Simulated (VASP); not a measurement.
Write the native input for VASP 6.6.1 that does the following.

```
Task                   : single point
Functional             : PBEsol
Potentials or basis    : VASP PAW PBE potentials, release 64 (Ti_sv, C)
Cutoff                 : 520 eV
k mesh                 : 18 × 18 × 18
Occupations            : gaussian, width 0.15 eV
Spin                   : no spin polarisation
Dipole correction      : no
Further INCAR settings : ALGO = Normal; EDIFF = 1e-06; NBANDS = 15
```

The structure of TiC lies in POSCAR:

```
TiC
1.0
    0.0000000000      2.1315400000      2.2289200000
    2.1315400000      0.0000000000      2.2289200000
    2.1315400000      2.1315400000      0.0000000000
Ti C
1 1
Direct
    0.0000000000      0.0000000000      0.0000000000
    0.5000000000      0.5000000000      0.5000000000
```

This cell differs from its parent crystal: strain -0.015 along x and y, +0.030 along z.

The input as run:

INCAR

```
ALGO = Normal
EDIFF = 1E-6
ENCUT = 520
GGA = PS
ISIF = 2
ISMEAR = 0
LASPH = True
LCHARG = False
LREAL = False
LWAVE = False
NBANDS = 15
NELM = 60
PREC = Accurate
SIGMA = 0.15
```

KPOINTS

```
k-points
0
Gamma
  18 18 18
```

Potentials or basis: VASP PAW PBE potentials, release 64 (Ti_sv, C).

Launch:

```console
$ cat potpaw_PBE.64/Ti_sv/POTCAR potpaw_PBE.64/C/POTCAR > POTCAR
$ mpirun -np 1 vasp_std > vasp.out
```

Results of the run:

| Quantity | Value |
| --- | --- |
| Pressure | -4.8 GPa |
| Band gap on the k mesh | zero (bands 8 and 9 overlap by 1.33 eV) |

Caveat: the cell differs from its parent crystal (strain -0.015 along x and y, +0.030 along z); the stress differs along the axes, from -16 to 1 GPa; the PAW data sets were made with another functional, which shifts forces and pressure a little.

Run time: 2.6 min on 1 thread of Intel Xeon 8259CL, on a shared host, peak memory 0.26 GiB.
